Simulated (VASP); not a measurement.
# Cl (P6_3/mmc) in VASP: a series of runs

The runs below take Cl through relaxation of cell and atoms, with PBE.

Everything below comes from runs of VASP 6.6.1. Logs are shortened: lines on timing, memory, paths and dates and some standing lists are left out, and cuts for length are marked.

### 1 The cell of the first run

Symmetry: P6_3/mmc, No. 194, hexagonal system. Conventional cell: a = 4.456 Å, b = 4.456 Å, c = 9.237 Å, α = 90.00°, β = 90.00°, γ = 120.00°. Cl (site symmetry 3m) has 1 Cl at 2.01 Å within 2.7 Å.

### 2 Relaxation of cell and atoms, PBE

INCAR reads:

```
SYSTEM = Cl
  ALGO = Normal
  EDIFF = 1E-6
  EDIFFG = -0.01
  ENCUT = 600
  GGA = PE
  IBRION = 2
  ISIF = 3
  ISMEAR = 0
  LASPH = .True.
  LCHARG = .False.
  LREAL = .False.
  LWAVE = .False.
  NELM = 80
  NSW = 100
  PREC = Accurate
  SIGMA = 0.02
```

KPOINTS reads:

```
k-points
0
Gamma
  9 9 4
  0 0 0
```

POSCAR reads:

```
Cl
1.0
    4.4564513466      0.0000000000      0.0000000000
   -2.2282256733      3.8594000769      0.0000000000
    0.0000000000      0.0000000000      9.2365460316
Cl
4
Direct
    0.3333333333      0.6666666667      0.3588245827
    0.6666666667      0.3333333333      0.8588245827
    0.6666666667      0.3333333333      0.6411754173
    0.3333333333      0.6666666667      0.1411754173
```

Potentials or basis: VASP PAW PBE potentials, release 64 (Cl).

Started as:

```bash
$ cat potpaw_PBE.64/Cl/POTCAR > POTCAR
$ mpirun -np 1 vasp_std > vasp.out
```

OUTCAR:

```text
SYSTEM = Cl
   EDIFF = 1E-6
   EDIFFG = -0.01
   ENCUT = 600
   GGA = PE
   IBRION = 2
   ISIF = 3
   ISMEAR = 0
   LASPH = .True.
   LREAL = .False.
   NELM = 80
   NSW = 100
   PREC = Accurate

 ion  position               nearest neighbor table
   1  0.333  0.667  0.359-   4 2.01
   2  0.667  0.333  0.859-   3 2.01
   3  0.667  0.333  0.641-   2 2.01
   4  0.333  0.667  0.141-   1 2.01

  LATTYP: Found a hexagonal cell.
 ALAT       =     4.4564513466
 C/A-ratio  =     2.0726235548

  Lattice vectors:

 A1 = (   4.4564513466,   0.0000000000,   0.0000000000)
 A2 = (  -2.2282256733,   3.8594000769,   0.0000000000)
 A3 = (   0.0000000000,   0.0000000000,   9.2365460316)

Analysis of symmetry for initial positions (statically):
=====================================================================
 Subroutine PRICEL returns:
 Original cell was already a primitive cell.

 Routine SETGRP: Setting up the symmetry group for a
 hexagonal supercell.

 Subroutine GETGRP returns: Found 24 space group operations
 (whereof 12 operations were pure point group operations)
 out of a pool of 24 trial point group operations.

The static configuration has the point symmetry D_3d.
 The point group associated with its full space group is D_6h.

Analysis of symmetry for dynamics (positions and initial velocities):
=====================================================================
 Subroutine PRICEL returns:
 Original cell was already a primitive cell.

 Routine SETGRP: Setting up the symmetry group for a
 hexagonal supercell.

 Subroutine GETGRP returns: Found 24 space group operations
 (whereof 12 operations were pure point group operations)
 out of a pool of 24 trial point group operations.

The dynamic configuration has the point symmetry D_3d.
 The point group associated with its full space group is D_6h.

 Subroutine INISYM returns: Found 24 space group operations
 (whereof 12 operations are pure point group operations),
 and found     1 'primitive' translations

----------------------------------------------------------------------------------------

                                     Primitive cell

  volume of cell :     158.8615

  direct lattice vectors                    reciprocal lattice vectors
     4.456451347  0.000000000  0.000000000     0.224393788  0.129553814  0.000000000
    -2.228225673  3.859400077  0.000000000     0.000000000  0.259107628  0.000000000
     0.000000000  0.000000000  9.236546032     0.000000000  0.000000000  0.108265579

  length of vectors
     4.456451347  4.456451347  9.236546032     0.259107628  0.259107628  0.108265579

  position of ions in fractional coordinates (direct lattice)
     0.333333333  0.666666667  0.358824583
     0.666666667  0.333333333  0.858824583
     0.666666667  0.333333333  0.641175417
     0.333333333  0.666666667  0.141175417

  ion indices of the primitive-cell ions
   primitive index   ion index
                 1           1
                 2           2
                 3           3
                 4           4

----------------------------------------------------------------------------------------

 KPOINTS: k-points

Automatic generation of k-mesh.
 Grid dimensions read from file:
 generate k-points for:    9    9    4

 Generating k-lattice:

  Cartesian coordinates                     Fractional coordinates (reciprocal lattice)
     0.024932643  0.014394868  0.000000000     0.111111111  0.000000000  0.000000000
     0.000000000  0.028789736  0.000000000     0.000000000  0.111111111  0.000000000
     0.000000000  0.000000000  0.027066395     0.000000000  0.000000000  0.250000000

  Length of vectors
     0.028789736  0.028789736  0.027066395

  Shift w.r.t. Gamma in fractional coordinates (k-lattice)
     0.000000000  0.000000000  0.000000000

 Subroutine IBZKPT returns following result:
 ===========================================

 Found     36 irreducible k-points:

 Following reciprocal coordinates:
            Coordinates               Weight
  0.000000  0.000000  0.000000      1.000000
  0.111111  0.000000  0.000000      6.000000
  0.222222  0.000000  0.000000      6.000000
  0.333333  0.000000  0.000000      6.000000
  0.444444  0.000000  0.000000      6.000000
  0.111111  0.111111  0.000000      6.000000
[... 16 lines left out ...]
  0.333333  0.222222  0.250000     24.000000
  0.333333  0.333333  0.250000      4.000000
 [... further k-points ...]
   k-points           NKPTS =     36   k-points in BZ     NKDIM =     36   number of bands    NBANDS=     18
   number of dos      NEDOS =    301   number of ions     NIONS =      4
   total plane-waves  NPLWV = 103680
   dimension x,y,z NGX =    36 NGY =   36 NGZ =   80
   dimension x,y,z NGXF=    72 NGYF=   72 NGZF=  160
   ions per type =               4
   NGX,Y,Z   is equivalent  to a cutoff of  13.43, 13.43, 14.40 a.u.
   NGXF,Y,Z  is equivalent  to a cutoff of  26.86, 26.86, 28.80 a.u.
 SYSTEM =  Cl
   PREC   = accura    normal or accurate (medium, high low for compatibility)
   ISTART =      0    job   : 0-new  1-cont  2-samecut
   ICHARG =      2    charge: 1-file 2-atom 10-const
   ISPIN  =      1    spin polarized calculation?
   LNONCOLLINEAR =      F non collinear calculations
   LSORBIT =      F    spin-orbit coupling
   LASPH  =      T    aspherical Exc in radial PAW
   ENCUT  =  600.0 eV  44.10 Ry    6.64 a.u.   8.90  8.90 18.45*2*pi/ulx,y,z
   NELM   =     80;   NELMIN=  2; NELMDL= -5     # of ELM steps
   EDIFF  = 0.1E-05   stopping-criterion for ELM
   LREAL  =      F    real-space projection
   EDIFFG = -.1E-01   stopping-criterion for IOM
   NSW    =    100    number of steps for IOM
   IBRION =      2    ionic relax: 0-MD 1-quasi-New 2-CG
   NFREE  =      1    steps in history (QN), initial steepest desc. (CG)
   ISIF   =      3    stress and relaxation
   ISYM   =      2    0-nonsym 1-usesym 2-fastsym
   POTIM  = 0.5000    time-step for ionic-motion
   TEBEG  =    0.0;   TEEND  =   0.0 temperature during run
   PSTRESS=    0.0 pullay stress
   NELECT =      28.0000    total number of electrons
   NUPDOWN=      -1.0000    fix difference up-down
   EMIN   =  10.00;   EMAX   =-10.00  energy-range for DOS
   EFERMI =   0.00;   METHOD = LEGACY
   ISMEAR =     0;   SIGMA  =   0.02  broadening in eV -4-tet -1-fermi 0-gaus
   EFERMI_NEDOS =   21; number of points for ismear=-14 and -15
   IALGO  =     38    algorithm
   IMIX   =      4    mixing-type and parameters
     AMIX     =   0.40;   BMIX     =  1.00
     AMIX_MAG =   1.60;   BMIX_MAG =  1.00
  volume/ion in A,a.u.               =      39.72       268.01
  Fermi-wavevector in a.u.,A,eV,Ry     =   0.917884  1.734550 11.463068  0.842512
  Thomas-Fermi vector in A             =   2.042904
   LORBIT       =      0    0 simple, 1 ext, 2 COOP (PROOUT), +10 PAW based schemes
   GGA     = PE    functional components
   LHFCALC =     F    Hartree Fock is set to
   AEXX    =    0.0000 exact exchange contribution
   IVDW    =     0    specifies the selected vdW correction
   LEPSILON=     F    determine dielectric tensor
   LRPA    =     F    only Hartree local field effects (RPA)
 conjugate gradient relaxation of ions
 non-spin polarized calculation
 Gauss-broadening in eV      SIGMA  =   0.02
  energy-cutoff  :      600.00
  volume of cell :      158.86
 maximum number of plane-waves:      5328
 NGX is ok and might be reduce to    36
   NGX = 17   NGY = 17   NGZ = 37

--------------------------------------- Ionic step        1  -------------------------------------------

 number of electron      28.0000002 magnetization

 Free energy of the ion-electron system (eV)
  ---------------------------------------------------
  ext. energy  EPLUGINS =         0.00000000
  ---------------------------------------------------
  free energy    TOTEN  =        -7.33059037 eV

  energy without entropy =       -7.33059037  energy(sigma->0) =       -7.33059037

------------------------ aborting loop because EDIFF is reached ----------------------------------------

  FORCE on cell =-STRESS in cart. coord.  units (eV):
  Direction    XX          YY          ZZ          XY          YZ          ZX
  --------------------------------------------------------------------------------------
  -------------------------------------------------------------------------------------
  Total       -0.0024236     -0.0024236     -0.7383842      0.0000000     -0.0000000      0.0000000
  in kB       -0.0244434     -0.0244434     -7.4468806      0.0000000     -0.0000000      0.0000000
  external PRESSURE =      -2.4985891 kB  Pullay stress =       0.0000000 kB

 VOLUME and BASIS-vectors are now :
 -----------------------------------------------------------------------------
  energy-cutoff  :      600.00
  volume of cell :      158.86
      direct lattice vectors                 reciprocal lattice vectors
     4.456451347  0.000000000  0.000000000     0.224393788  0.129553814  0.000000000
    -2.228225673  3.859400077  0.000000000     0.000000000  0.259107628  0.000000000
     0.000000000  0.000000000  9.236546032     0.000000000  0.000000000  0.108265579
[... 39 lines left out ...]
 POSITION                                       TOTAL-FORCE (eV/Angst)
 -----------------------------------------------------------------------------------
     -0.00000      2.57286      3.27591         0.000000     -0.000000      0.475153
      2.22816      1.28643      7.85305        -0.000000     -0.000000      0.475153
      2.22816      1.28643      5.87838         0.000000      0.000000     -0.475153
     -0.00000      2.57286      1.30124        -0.000000      0.000000     -0.475153
 -----------------------------------------------------------------------------------
    total drift:                               -0.000000      0.000000     -0.000000

  FREE ENERGIE OF THE ION-ELECTRON SYSTEM (eV)
  ---------------------------------------------------
  free  energy   TOTEN  =        -7.3204429210 eV

  energy  without entropy=       -7.3204429210  energy(sigma->0) =       -7.32044292

--------------------------------------- Ionic step        3  -------------------------------------------

 number of electron      28.0000002 magnetization

 Free energy of the ion-electron system (eV)
  ---------------------------------------------------
  ext. energy  EPLUGINS =         0.00000000
  ---------------------------------------------------
  free energy    TOTEN  =        -7.33253287 eV

  energy without entropy =       -7.33253287  energy(sigma->0) =       -7.33253287

 E-fermi :  -2.1463     XC(G=0):  -6.3942

 val. band max:       -2.2726290247   @ k =   0.4444   0.0000   0.0000
 cond. band min:      -0.1183639398   @ k =   0.0000   0.0000   0.0000
 fundamental gap:      2.1542650849
 Fermi energy:        -2.1462743701

 k-point     1 :       0.0000    0.0000    0.0000
  band No.  band energies     occupation
      1     -18.8887      2.00000
      2     -18.7963      2.00000
      3     -14.8351      2.00000
      4     -14.4955      2.00000
      5      -7.6959      2.00000
      6      -6.8906      2.00000
[... 10 lines left out ...]
     17       3.6168      0.00000
     18       3.9083      0.00000
[... 463 lines left out ...]
 k-point    24 :       0.3333    0.3333    0.2500
  band No.  band energies     occupation
      1     -18.8057      2.00000
      2     -18.8057      2.00000
      3     -14.6226      2.00000
      4     -14.6226      2.00000
      5      -7.2882      2.00000
      6      -7.2882      2.00000
[... 10 lines left out ...]
     17       6.1351      0.00000
     18       6.9650      0.00000

 [... further k-points ...]

------------------------ aborting loop because EDIFF is reached ----------------------------------------

  FORCE on cell =-STRESS in cart. coord.  units (eV):
  Direction    XX          YY          ZZ          XY          YZ          ZX
  --------------------------------------------------------------------------------------
  -------------------------------------------------------------------------------------
  Total        0.0062679      0.0062679      0.0163002     -0.0000000     -0.0000000      0.0000000
  in kB        0.0633795      0.0633795      0.1648236     -0.0000000     -0.0000000      0.0000000
  external PRESSURE =       0.0971942 kB  Pullay stress =       0.0000000 kB

 VOLUME and BASIS-vectors are now :
 -----------------------------------------------------------------------------
  energy-cutoff  :      600.00
  volume of cell :      158.45
      direct lattice vectors                 reciprocal lattice vectors
     4.456413427 -0.000000000  0.000000000     0.224395698  0.129554916  0.000000000
    -2.228206713  3.859367237 -0.000000000     0.000000000  0.259109833  0.000000000
     0.000000000 -0.000000000  9.212601860     0.000000000  0.000000000  0.108546968

 POSITION                                       TOTAL-FORCE (eV/Angst)
 -----------------------------------------------------------------------------------
     -0.00000      2.57291      3.30316         0.000000      0.000000     -0.006363
      2.22821      1.28646      7.90947        -0.000000      0.000000     -0.006363
      2.22821      1.28646      5.90944        -0.000000     -0.000000      0.006363
     -0.00000      2.57291      1.30314         0.000000     -0.000000      0.006363
 -----------------------------------------------------------------------------------
    total drift:                               -0.000000      0.000000     -0.000000

  FREE ENERGIE OF THE ION-ELECTRON SYSTEM (eV)
  ---------------------------------------------------
  free  energy   TOTEN  =        -7.3325328710 eV

  energy  without entropy=       -7.3325328710  energy(sigma->0) =       -7.33253287

 reached required accuracy - stopping structural energy minimisation
```

Wall time 83 s (1 thread of Intel Xeon 6975P-C (Granite Rapids), shared host); peak memory 0.36 GiB.

What came out:

```
Free energy                           : -7.3325 eV
Relaxed volume                        : 39.61 Å³/atom
Relaxed cell                          : a = 4.456 Å, b = 4.456 Å, c = 9.213 Å, α = 90.00°, β = 90.00°, γ = 120.00°
Space group after relaxing (to 0.1 Å) : P6_3/mmc (No. 194)
Energy gained by relaxing             : 0.5 meV/atom
Ionic steps                           : 3
Pressure after relaxing               : 0.0 GPa
Largest force after relaxing          : 0.006 eV/Å
Band gap on the k mesh                : 2.15 eV (least direct gap 2.18 eV)
```

Forces in eV/Å, atoms in the order of the input:
```
Cl   0.000  0.000 -0.006
Cl   0.000  0.000 -0.006
Cl   0.000  0.000  0.006
Cl   0.000  0.000  0.006
```

Step by step:
```tsv
step	energy change (eV)	largest force (eV/Å)	pressure (GPa)	volume (Å³)
1	0.0000	0.1857	-0.25	158.86
2	0.0101	0.4752	0.68	157.44
3	-0.0019	0.0064	0.01	158.45
```

Final structure:
```
Cl
1.0
     4.45641    0.00000    0.00000
    -2.22821    3.85937    0.00000
     0.00000    0.00000    9.21260
Cl
4
Cartesian
  0.0000 2.5729 3.3032
  2.2282 1.2865 7.9095
  2.2282 1.2865 5.9094
  0.0000 2.5729 1.3031
```

Caveat: this functional lacks dispersion, which holds the molecules together, so the pressure and a relaxed volume are unreliable. A k mesh can miss the band edges.

[end of part 1 of 2]
